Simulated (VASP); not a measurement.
CaSe: single point with PBE

Crystal: CaSe.

```
Ca Se
1.0
     0.00000    2.96754    2.96754
     2.92777    0.00000    2.96754
     2.92777    2.96754    0.00000
Ca Se
1 1
Direct
  0.00000 0.00000 0.00000
  0.50000 0.50000 0.50000
```

This cell differs from its parent crystal: uniaxial x strain -1.3%.

| Property | Result |
| --- | --- |
| Program | VASP 6.6.1 |
| Task | single point |
| Functional | PBE |
| Potentials or basis | VASP PAW PBE potentials, release 64 (Ca_sv, Se) |
| Cutoff | 520 eV |
| k mesh | 8 × 8 × 8 |
| Occupations | fermi-dirac, width 0.02 eV |
| Spin | no spin polarisation |

```yaml
Pressure: 1.5 GPa
Band_gap_on_the_k_mesh: 2.01 eV (least direct gap 2.92 eV)
```

Stress tensor (GPa, compression positive):
```
2.37 0.00 0.00
0.00 1.02 0.00
0.00 0.00 1.02
```

Levels at points of the mesh, in eV from the valence-band top:
```
           k point  band 5  band 6  band 7  band 8  band 9  band 10  band 11  band 12
(0.00, 0.00, 0.00)  -11.82   -0.01   -0.01    0.00    3.35     3.67     3.67     3.76
(0.50, 0.00, 0.00)  -11.11   -3.30   -1.21   -1.21    4.52     5.48     5.51     5.53
(0.50, 0.50, 0.00)  -11.24   -2.55   -0.94   -0.91    2.01     5.00     5.11     6.03
(0.00, 0.50, 0.50)  -11.22   -2.50   -0.97   -0.97    2.01     5.05     5.06     6.05
```

It took 48 s on 1 thread of Intel Xeon 8259CL, on a shared host, peak memory 0.2 GiB.

Caveat: the cell differs from its parent crystal (uniaxial x strain -1.3%). A k mesh can miss the band edges.
